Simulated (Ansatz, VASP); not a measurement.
CO2: VASP beside Ansatz

File INCAR:

```
SYSTEM = CO2
PREC = Accurate
ENCUT = 520
EDIFF = 1E-6
ISMEAR = -1
SIGMA = 0.05
LREAL = Auto
LASPH = .True.
NELM = 60
ALGO = Normal
ISIF = 2
LWAVE = .False.
LCHARG = .False.
GGA = PE
IVDW = 12
IBRION = 2
NSW = 35
EDIFFG = -0.3
```

File KPOINTS:

```
regular mesh
0
Gamma
  1 1 1
  0 0 0
```

Contents of POSCAR:

```
CO2
1.0
    7.3434200000      0.0000000000      0.0000000000
    0.0000000000      7.3434200000      0.0000000000
    0.0000000000      0.0000000000      7.3434200000
C O
6 12
Direct
    0.3714700000      0.3348490000      0.4112072000
    0.7409824000      0.3225120000      0.8496144000
    0.0226059000      0.9077304000      0.8494790000
    0.1749626000      0.5106699000      0.9448966000
    0.8976305000      0.5279520000      0.2523718000
    0.0037193000      0.8897955000      0.4412563000
    0.3379793000      0.2906557000      0.2605842000
    0.4049608000      0.3790423000      0.5618301000
    0.7814683000      0.3347010000      1.0044507000
    0.7004965000      0.3103230000      0.6947781000
    0.1438926000      0.8327721000      0.7757718000
   -0.0986809000      0.9826886000      0.9231861000
    0.2603708000      0.6368895000      0.9952554000
    0.0895544000      0.3844503000      0.8945377000
    0.8703457000      0.4108721000      0.3587193000
    0.9249153000      0.6450320000      0.1460244000
    0.1142429000      0.7734153000      0.4397901000
   -0.1068043000      1.0061756000      0.4427225000
```

Input for Ansatz:

```yaml
accuracy: low
crystal:
  lattice:
    - [7.34342, 0.0, 0.0]
    - [0.0, 7.34342, 0.0]
    - [0.0, 0.0, 7.34342]
  atoms:
    - { symbol: C, position: [0.37147, 0.334849, 0.4112072] }
    - { symbol: O, position: [0.3379793, 0.2906557, 0.2605842] }
    - { symbol: O, position: [0.4049608, 0.3790423, 0.5618301] }
    - { symbol: C, position: [0.7409824, 0.322512, 0.8496144] }
    - { symbol: O, position: [0.7814683, 0.334701, 1.0044507] }
    - { symbol: O, position: [0.7004965, 0.310323, 0.6947781] }
    - { symbol: C, position: [0.0226059, 0.9077304, 0.849479] }
    - { symbol: O, position: [0.1438926, 0.8327721, 0.7757718] }
    - { symbol: O, position: [-0.0986809, 0.9826886, 0.9231861] }
    - { symbol: C, position: [0.1749626, 0.5106699, 0.9448966] }
    - { symbol: O, position: [0.2603708, 0.6368895, 0.9952554] }
    - { symbol: O, position: [0.0895544, 0.3844503, 0.8945377] }
    - { symbol: C, position: [0.8976305, 0.527952, 0.2523718] }
    - { symbol: O, position: [0.8703457, 0.4108721, 0.3587193] }
    - { symbol: O, position: [0.9249153, 0.645032, 0.1460244] }
    - { symbol: C, position: [0.0037193, 0.8897955, 0.4412563] }
    - { symbol: O, position: [0.1142429, 0.7734153, 0.4397901] }
    - { symbol: O, position: [-0.1068043, 1.0061756, 0.4427225] }
basis:
  ecutwfc: 420.0
kpoints:
  mp_grid: { grid: [1, 1, 1] }
hamiltonian:
  xc: pbe
  dispersion: d3bj
scf:
  occupations: { method: fermi_dirac, width: 0.05 }
  lower_state_search: "off"
relax:
  f_tol: 0.3
  max_steps: 15
  adjacent_minimum: "off"
output:
  write_density: true
  write_potential: true
  elf: true
  volumetric_format: npy
```

Alike in both runs: task relaxation of the atoms; functional PBE; dispersion D3(BJ); k mesh 1 × 1 × 1; occupations fermi-dirac, width 0.05 eV; no spin polarisation.

|  | VASP | Ansatz |
| --- | --- | --- |
| version | VASP 6.6.1 | Ansatz 0.2.0 |
| potentials or method | VASP PAW PBE potentials, release 64 (C, O), cutoff 520 eV | scalar-relativistic, plane waves, PAW |
| valence electrons in the cell | 96 | 96 |

```tsv
	VASP	Ansatz	Ansatz less VASP
gap on the k mesh at the Fermi level, each at its own relaxed structure (eV)	6.32	6.52	+0.203
```

Ansatz's warnings: xc potential rough in thin density.

Noted on VASP's run: the standard files for N, O and F lose accuracy on very short bonds.
